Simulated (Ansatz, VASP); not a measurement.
This is a calculation of WC for Ansatz 0.2.0.

Contents of input.yaml:

```yaml
crystal:
  lattice:
    - [2.9065, 0.0, 0.0]
    - [-1.45325, 2.5171028361, 0.0]
    - [0.0, 0.0, 2.8366]
  atoms:
    - { symbol: W, position: [0.0, 0.0, 0.0] }
    - { symbol: C, position: [0.6666666667, 0.3333333333, 0.5] }
kpoints:
  mp_grid: { grid: [10, 10, 9] }
scf:
  occupations: { method: gaussian, width: 0.011 }
hamiltonian:
  xc: pbe
  pseudopotentials: { kind: all_electron, lapw: { basis_error: 0.001 } }
output:
  forces: true
  stress: true
  eigenvalues: true
```

Potentials or basis: all-electron LAPW, scalar-relativistic.

Command:

```console
$ ansatz run input.yaml --threads 1 --pin off --max-ram 3072MiB --backend cpu --events-out ev --progress --plain --runs-dir out
```

Question: Set up the same calculation for VASP 6.6.1. Potentials there: VASP PAW PBE potentials, release 64 (W_sv, C).

Answer: As run (the cutoff follows the program's own potentials):

INCAR

```
SYSTEM = WC
  ALGO = Normal
  EDIFF = 1E-6
  ENCUT = 520
  GGA = PE
  ISIF = 2
  ISMEAR = 0
  LASPH = .True.
  LCHARG = .False.
  LREAL = .False.
  LWAVE = .False.
  NBANDS = 16
  NELM = 80
  PREC = Accurate
  SIGMA = 0.011
```

File KPOINTS:

```
k-points
0
Gamma
  10 10 9
  0 0 0
```

The input POSCAR:

```
WC
1.0
    2.9065000000      0.0000000000      0.0000000000
   -1.4532500000      2.5171028361      0.0000000000
    0.0000000000      0.0000000000      2.8366000000
W C
1 1
Direct
    0.0000000000      0.0000000000      0.0000000000
    0.6666666667      0.3333333333      0.5000000000
```

Potentials or basis: VASP PAW PBE potentials, release 64 (W_sv, C).

Launch:

```sh
$ cat potpaw_PBE.64/W_sv/POTCAR potpaw_PBE.64/C/POTCAR > POTCAR
$ mpirun -np 1 vasp_std > vasp.out
```

Both were run:

|  | VASP | Ansatz | Ansatz less VASP |
| --- | --- | --- | --- |
| gap on the k mesh at the Fermi level (eV) | none | none | - |
| pressure (GPa) | 6.7 | 5.7 | -0.97 |
| traceless stress, the component that is largest in VASP (GPa) | -0.44 | -0.60 | -0.159 |

A gap of «none» marks a metal or a gap that the smearing closes. Ansatz ran all-electron here, and VASP with PAW potentials.

Neither program's run includes spin-orbit coupling.
